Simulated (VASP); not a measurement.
Wanted: the native input for a VASP 6.6.1 run.

| Item | Value |
| --- | --- |
| Task | single point |
| Functional | PBE |
| Potentials or basis | VASP PAW PBE potentials, release 64 (Ga_d, P) |
| Cutoff | 520 eV |
| k mesh | 8 × 8 × 8 |
| Occupations | gaussian, width 0.02 eV |
| Spin | no spin polarisation |
| Dipole correction | no |
| Further INCAR settings | ALGO = Normal; EDIFF = 1e-07; NBANDS = 16 |

The structure of GaP (pbe) lies in POSCAR:

```
GaP
1.0
    0.0000000000      2.7532528595      2.7532528595
    2.7532528595      0.0000000000      2.7532528595
    2.7532528595      2.7532528595      0.0000000000
Ga P
1 1
Direct
    0.0000000000      0.0000000000      0.0000000000
    0.7500000000      0.7500000000      0.7500000000
```

These files were run (other wordings do the same):

INCAR

```
SYSTEM = GaP
PREC = Accurate
ENCUT = 520
EDIFF = 1E-7
ISMEAR = 0
SIGMA = 0.02
LREAL = .False.
LASPH = .True.
NELM = 100
ALGO = Normal
ISIF = 2
LWAVE = .False.
LCHARG = .False.
GGA = PE
NBANDS = 16
```

KPOINTS

```
regular mesh
0
Gamma
  8 8 8
  0 0 0
```

Potentials or basis: VASP PAW PBE potentials, release 64 (Ga_d, P).

Command:

```console
$ cat potpaw_PBE.64/Ga_d/POTCAR potpaw_PBE.64/P/POTCAR > POTCAR
$ mpirun -np 1 vasp_std > vasp.out
```

It gave:

```json
{"Pressure": "0.0 GPa", "Band gap on the k mesh": "1.57 eV, direct"}
```

Wall time 16 s on 1 thread of Intel Xeon 6975P-C, on a shared host, peak memory 0.17 GiB.
